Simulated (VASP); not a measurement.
# Cr (R-3m) in VASP: further runs

Runs on Cr. Level: PBE. Tasks: electric field gradients.

All numbers are computed with VASP 6.6.1; they aren't measurements. Logs are shortened: lines on timing, memory, paths and dates and some standing lists are left out, and cuts for length are marked.

## (1) The cell of the first run

Symmetry: R-3m, No. 166, trigonal system. The conventional cell has a = 4.099 Å, b = 4.099 Å, c = 2.473 Å, α = 90.00°, β = 90.00°, γ = 120.00°. Within 3.3 Å of Cr (site symmetry -3m) lie 14 Cr at 2.47 to 2.88 Å.

## (2) Electric field gradients, PBE, collinear spin, ferromagnetic start (equal xy, yz and zx shear strains of -1 %)

INCAR reads:

```
SYSTEM = Cr
PREC     = Accurate       ! precision mode
ENCUT    = 520            ! plane-wave cutoff, eV
EDIFF    = 1E-8           ! SCF threshold, eV
ISMEAR   = -1             ! smearing method
SIGMA    = 0.08           ! smearing width, eV
LREAL    = .False.        ! projectors in reciprocal space
LASPH    = .True.         ! aspherical terms in the spheres
NELM     = 150            ! most SCF steps
ALGO     = Normal         ! electronic algorithm
ISIF     = 2              ! what is computed and relaxed
LWAVE    = .False.        ! write WAVECAR
LCHARG   = .False.        ! write CHGCAR
ISPIN    = 2              ! spin polarisation
MAGMOM   = 3              ! initial moments
LORBIT   = 11             ! projections on sites
LMAXMIX  = 4              ! l up to which the mixer works
GGA      = PE             ! functional
LEFG     = .True.       
NBANDS   = 16             ! bands
```

KPOINTS reads:

```
regular mesh
0
Gamma
  18 18 18
  0 0 0
```

POSCAR reads:

```
Cr
1.0
   -1.4563695000      1.4419500000      1.4419500000
    1.4419500000     -1.4563695000      1.4419500000
    1.4419500000      1.4419500000     -1.4563695000
Cr
1
Direct
    0.0000000000      0.0000000000      0.0000000000
```

Potentials or basis: VASP PAW PBE potentials, release 64 (Cr_pv).

On the command line:

```console
$ cat potpaw_PBE.64/Cr_pv/POTCAR > POTCAR
$ mpirun -np 1 vasp_std > vasp.out
```

OUTCAR:

```text
SYSTEM = Cr
   PREC = Accurate
   ENCUT = 520
   EDIFF = 1E-8
   ISMEAR = -1
   LREAL = .False.
   LASPH = .True.
   NELM = 150
   ISIF = 2
   ISPIN = 2
   LORBIT = 11
   GGA = PE

 ion  position               nearest neighbor table
   1  0.000  0.000  0.000-

  LATTYP: Found a trigonal (rhomboedric) cell.
 ALAT       =     2.5058834222
 COS(alpha) =    -0.3377371610

  Lattice vectors:

 A1 = (  -1.4563695000,   1.4419500000,   1.4419500000)
 A2 = (   1.4419500000,  -1.4563695000,   1.4419500000)
 A3 = (   1.4419500000,   1.4419500000,  -1.4563695000)

Analysis of symmetry for initial positions (statically):
=====================================================================
 Subroutine PRICEL returns:
 Original cell was already a primitive cell.

 Routine SETGRP: Setting up the symmetry group for a
 trigonal (rhombohedral) supercell.

 Subroutine GETGRP returns: Found 12 space group operations
 (whereof 12 operations were pure point group operations)
 out of a pool of 12 trial point group operations.

The static configuration has the point symmetry D_3d.

Analysis of symmetry for dynamics (positions and initial velocities):
=====================================================================
 Subroutine PRICEL returns:
 Original cell was already a primitive cell.

 Routine SETGRP: Setting up the symmetry group for a
 trigonal (rhombohedral) supercell.

 Subroutine GETGRP returns: Found 12 space group operations
 (whereof 12 operations were pure point group operations)
 out of a pool of 12 trial point group operations.

The dynamic configuration has the point symmetry D_3d.

Analysis of structural, dynamic, and magnetic symmetry:
=====================================================================
 Subroutine PRICEL returns:
 Original cell was already a primitive cell.

 Routine SETGRP: Setting up the symmetry group for a
 trigonal (rhombohedral) supercell.

 Subroutine GETGRP returns: Found 12 space group operations
 (whereof 12 operations were pure point group operations)
 out of a pool of 12 trial point group operations.

The overall configuration has the point symmetry D_3d.

 Subroutine INISYM returns: Found 12 space group operations
 (whereof 12 operations are pure point group operations),
 and found     1 'primitive' translations

----------------------------------------------------------------------------------------

                                     Primitive cell

  volume of cell :      11.9916

  direct lattice vectors                    reciprocal lattice vectors
    -1.456369500  1.441950000  1.441950000     0.003485127  0.348512650  0.348512650
     1.441950000 -1.456369500  1.441950000     0.348512650  0.003485127  0.348512650
     1.441950000  1.441950000 -1.456369500     0.348512650  0.348512650  0.003485127

  length of vectors
     2.505883422  2.505883422  2.505883422     0.492883638  0.492883638  0.492883638

  position of ions in fractional coordinates (direct lattice)
     0.000000000  0.000000000  0.000000000

  ion indices of the primitive-cell ions
   primitive index   ion index
                 1           1

----------------------------------------------------------------------------------------

 KPOINTS: regular mesh

Automatic generation of k-mesh.
 Grid dimensions read from file:
 generate k-points for:   18   18   18

 Generating k-lattice:

  Cartesian coordinates                     Fractional coordinates (reciprocal lattice)
     0.000193618  0.019361814  0.019361814     0.055555556 -0.000000000 -0.000000000
     0.019361814  0.000193618  0.019361814    -0.000000000  0.055555556 -0.000000000
     0.019361814  0.019361814  0.000193618    -0.000000000 -0.000000000  0.055555556

  Length of vectors
     0.027382424  0.027382424  0.027382424

[... 39 lines left out ...]
   dimension x,y,z NGXF=    40 NGYF=   40 NGZF=   40
   ions per type =               1
   NGX,Y,Z   is equivalent  to a cutoff of  13.27, 13.27, 13.27 a.u.
   NGXF,Y,Z  is equivalent  to a cutoff of  26.54, 26.54, 26.54 a.u.
 SYSTEM =  Cr
   PREC   = accura    normal or accurate (medium, high low for compatibility)
   ISTART =      0    job   : 0-new  1-cont  2-samecut
   ICHARG =      2    charge: 1-file 2-atom 10-const
   ISPIN  =      2    spin polarized calculation?
   LNONCOLLINEAR =      F non collinear calculations
   LSORBIT =      F    spin-orbit coupling
   LASPH  =      T    aspherical Exc in radial PAW
   ENCUT  =  520.0 eV  38.22 Ry    6.18 a.u.   4.66  4.66  4.66*2*pi/ulx,y,z
   NELM   =    150;   NELMIN=  2; NELMDL= -5     # of ELM steps
   EDIFF  = 0.1E-07   stopping-criterion for ELM
   LREAL  =      F    real-space projection
   EDIFFG = 0.1E-06   stopping-criterion for IOM
   NSW    =      0    number of steps for IOM
   IBRION =     -1    ionic relax: 0-MD 1-quasi-New 2-CG
   NFREE  =      0    steps in history (QN), initial steepest desc. (CG)
   ISIF   =      2    stress and relaxation
   ISYM   =      2    0-nonsym 1-usesym 2-fastsym
   POTIM  = 0.5000    time-step for ionic-motion
   TEBEG  =    0.0;   TEEND  =   0.0 temperature during run
   PSTRESS=    0.0 pullay stress
   NELECT =      12.0000    total number of electrons
   NUPDOWN=      -1.0000    fix difference up-down
   EMIN   =  10.00;   EMAX   =-10.00  energy-range for DOS
   EFERMI =   0.00;   METHOD = LEGACY
   ISMEAR =    -1;   SIGMA  =   0.08  broadening in eV -4-tet -1-fermi 0-gaus
   EFERMI_NEDOS =   21; number of points for ismear=-14 and -15
   IALGO  =     38    algorithm
   IMIX   =      4    mixing-type and parameters
     AMIX     =   0.40;   BMIX     =  1.00
     AMIX_MAG =   1.60;   BMIX_MAG =  1.00
  volume/ion in A,a.u.               =      11.99        80.92
  Fermi-wavevector in a.u.,A,eV,Ry     =   1.637480  3.094388 36.481845  2.681340
  Thomas-Fermi vector in A             =   2.728613
   LORBIT       =     11    0 simple, 1 ext, 2 COOP (PROOUT), +10 PAW based schemes
   GGA     = PE    functional components
   LHFCALC =     F    Hartree Fock is set to
   AEXX    =    0.0000 exact exchange contribution
   IVDW    =     0    specifies the selected vdW correction
   LEPSILON=     F    determine dielectric tensor
   LRPA    =     F    only Hartree local field effects (RPA)
 spin polarized calculation
  energy-cutoff  :      520.00
  volume of cell :       11.99
 maximum number of plane-waves:       336
   NGX =  9   NGY =  9   NGZ =  9

 number of electron      11.9999993 magnetization      -0.0000004

 number of electron      11.9999993 magnetization       0.0000010

 Free energy of the ion-electron system (eV)
  ---------------------------------------------------
  ext. energy  EPLUGINS =         0.00000000
  ---------------------------------------------------
  free energy    TOTEN  =        -9.50739033 eV

  energy without entropy =       -9.49002339  energy(sigma->0) =       -9.49870686

 E-fermi :  10.4518     XC(G=0): -13.4578

 val. band max:       10.4516662770   @ k =   0.3889   0.0556   0.0000
 cond. band min:      10.4555136991   @ k =  -0.3333   0.3333   0.2222
 fundamental gap:      0.0038474220
 Fermi energy:        10.4517720556

 spin component 1

 k-point     1 :       0.0000    0.0000    0.0000
  band No.  band energies     occupation
      1     -32.3391      1.00000
      2     -32.3391      1.00000
      3     -32.3122      1.00000
      4       2.7275      1.00000
      5       9.4682      1.00000
      6       9.6334      0.99996
[... 435 lines left out ...]
      5       9.0932      1.00000
      6       9.3036      1.00000
[... 8 lines left out ...]
     15      38.3223      0.00000
     16      40.0186      0.00000

 [... further k-points ...]

 spin component 2

 k-point     1 :       0.0000    0.0000    0.0000
  band No.  band energies     occupation
      1     -32.3391      1.00000
      2     -32.3391      1.00000
      3     -32.3122      1.00000
      4       2.7275      1.00000
      5       9.4682      1.00000
      6       9.6334      0.99996
[... 435 lines left out ...]
      5       9.0932      1.00000
      6       9.3036      1.00000
[... 8 lines left out ...]
     15      38.3223      0.00000
     16      40.0186      0.00000

 [... further k-points ...]
[... 5 lines left out ...]
  --------------------------------------------------------------------------------------
  -------------------------------------------------------------------------------------
  Total       -0.6890487     -0.6890487     -0.6890487      0.0650339      0.0650339      0.0650339
  in kB      -92.0624572    -92.0624572    -92.0624572      8.6890596      8.6890596      8.6890596
  external PRESSURE =     -92.0624572 kB  Pullay stress =       0.0000000 kB

 VOLUME and BASIS-vectors are now :
 -----------------------------------------------------------------------------
  energy-cutoff  :      520.00
  volume of cell :       11.99
      direct lattice vectors                 reciprocal lattice vectors
    -1.456369500  1.441950000  1.441950000     0.003485127  0.348512650  0.348512650
     1.441950000 -1.456369500  1.441950000     0.348512650  0.003485127  0.348512650
     1.441950000  1.441950000 -1.456369500     0.348512650  0.348512650  0.003485127

 POSITION                                       TOTAL-FORCE (eV/Angst)
 -----------------------------------------------------------------------------------
      0.00000      0.00000      0.00000        -0.000000      0.000000     -0.000000
 -----------------------------------------------------------------------------------
    total drift:                                0.000000     -0.000000      0.000000

  FREE ENERGIE OF THE ION-ELECTRON SYSTEM (eV)
  ---------------------------------------------------
  free  energy   TOTEN  =        -9.5073903326 eV

  energy  without entropy=       -9.4900233877  energy(sigma->0) =       -9.49870686

 Electric field gradients (V/A^2)
---------------------------------------------------------------------
 ion       V_xx      V_yy      V_zz      V_xy      V_xz      V_yz
---------------------------------------------------------------------
   1       0.000     0.000    -0.000     0.396     0.396     0.396
---------------------------------------------------------------------

 Electric field gradients after diagonalization (V/A^2)
 (convention: |V_zz| > |V_xx| > |V_yy|)
----------------------------------------------------------------------
 ion       V_xx      V_yy      V_zz     asymmetry (V_yy - V_xx)/ V_zz
----------------------------------------------------------------------
   1      -0.396    -0.396     0.793       0.000
----------------------------------------------------------------------

           NMR quadrupolar parameters

 Cq : quadrupolar parameter    Cq=e*Q*V_zz/h
 eta: asymmetry parameters     (V_yy - V_xx)/ V_zz
 Q  : nuclear electric quadrupole moment in mb (millibarn)
----------------------------------------------------------------------
 ion       Cq(MHz)       eta       Q (mb)
----------------------------------------------------------------------
   1       0.002       0.000       1.000
----------------------------------------------------------------------

 total charge

# of ion       s       p       d       tot
------------------------------------------
    1        0.427   6.383   4.169  10.978

 magnetization (x)

# of ion       s       p       d       tot
------------------------------------------
    1        0.000   0.000   0.000   0.000
```

Run time: 3.3 min. Hardware: 1 thread of AMD EPYC 9755, shared host; peak memory 0.23 GiB.

Results:

```yaml
Free_energy: -9.5074 eV
Pressure: -9.2 GPa
Band_gap_on_the_k_mesh: zero (filled and empty bands overlap)
Net_moment: 0.00 μB per cell
Largest_electric_field_gradient_by_atom: Cr +0.8 V/Å²
Valence_electrons_inside_the_program's_atomic_spheres: Cr 10.98
```

Stress tensor (GPa, compression positive):
```
-9.21  0.87  0.87
 0.87 -9.21  0.87
 0.87  0.87 -9.21
```

Levels at points of the mesh, in eV from the Fermi level:
Spin up:
```
           k point  band 2  band 3  band 4  band 5  band 6  band 7  band 8  band 9  band 10  band 11
(0.00, 0.00, 0.00)  -42.79  -42.76   -7.72   -0.98   -0.82   -0.82    1.09    1.09     7.08    21.75
(0.50, 0.00, 0.00)  -43.05  -42.79   -4.25   -2.32    1.05    1.12    1.36    2.71     7.07     9.58
(0.50, 0.50, 0.00)  -43.03  -42.78   -4.25   -2.36    0.93    1.11    1.44    2.65     7.07     9.38
(0.50, 0.50, 0.50)  -43.33  -43.33   -4.09   -4.09    2.26    2.26    2.41    7.08    10.25    10.25
```
Spin down:
```tsv
k point	band 4	band 5	band 6	band 7	band 8	band 9
(0.00, 0.00, 0.00)	-7.72	-0.98	-0.82	-0.82	1.09	1.09
(0.50, 0.00, 0.00)	-4.25	-2.32	1.05	1.12	1.36	2.71
(0.50, 0.50, 0.00)	-4.25	-2.36	0.93	1.11	1.44	2.65
(0.50, 0.50, 0.50)	-4.09	-4.09	2.26	2.26	2.41	7.08
```

Electric field gradients, principal values (V/Å²):
| atom | least | middle | greatest (by size) |
| --- | --- | --- | --- |
| 1 Cr | -0.396 | -0.396 | 0.793 |

Caveat: the cell differs from its parent crystal (equal xy, yz and zx shear strains of -1 %); the cell stands under tension; the moments typed at the start vanished in this run; without QUAD_EFG the Cq values of the log hold for a quadrupole moment of 1 mb, not for the nuclei.

[end of part 1 of 2]
